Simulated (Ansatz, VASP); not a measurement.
# One calculation of Ga4Sb3As, two programs

```
Ga Sb As
1.0
     5.73225    0.00000    0.00000
     0.00000    5.73225    0.00000
     0.00000    0.00000    5.73225
Ga Sb As
4 3 1
Cartesian
  1.4331 4.2992 1.4331
  1.4331 1.4331 4.2992
  4.2992 4.2992 4.2992
  4.2992 1.4331 1.4331
  2.8661 0.0000 0.0000
  0.0000 0.0000 2.8661
  0.0000 2.8661 0.0000
  2.8661 2.8661 2.8661
```

Alike in both runs: task single point; functional PBE; k mesh 4 × 4 × 4; occupations gaussian, width 0.1 eV; no spin polarisation.

```csv
,VASP,Ansatz
version,VASP 6.6.1,Ansatz 0.2.0
potentials or method,"VASP PAW PBE potentials, release 64 (Ga_d, Sb, As), cutoff 520 eV","scalar-relativistic, plane waves, PAW"
valence electrons in the cell,72,112
```

|  | VASP | Ansatz | Ansatz less VASP |
| --- | --- | --- | --- |
| gap on the k mesh at the Fermi level (eV) | 0.12 | 0.13 | +0.010 |
| least direct gap on the mesh (eV) | 0.44 | 0.45 | +0.013 |
| pressure (GPa) | 14.7 | 14.5 | -0.18 |

With one functional, cell and mesh, what is left measures potentials, basis and numerics. VASP's potentials hold 72 valence electrons a cell and Ansatz's 112, so a difference there can come from the potentials and not from the codes.

Neither program's run includes spin-orbit coupling.
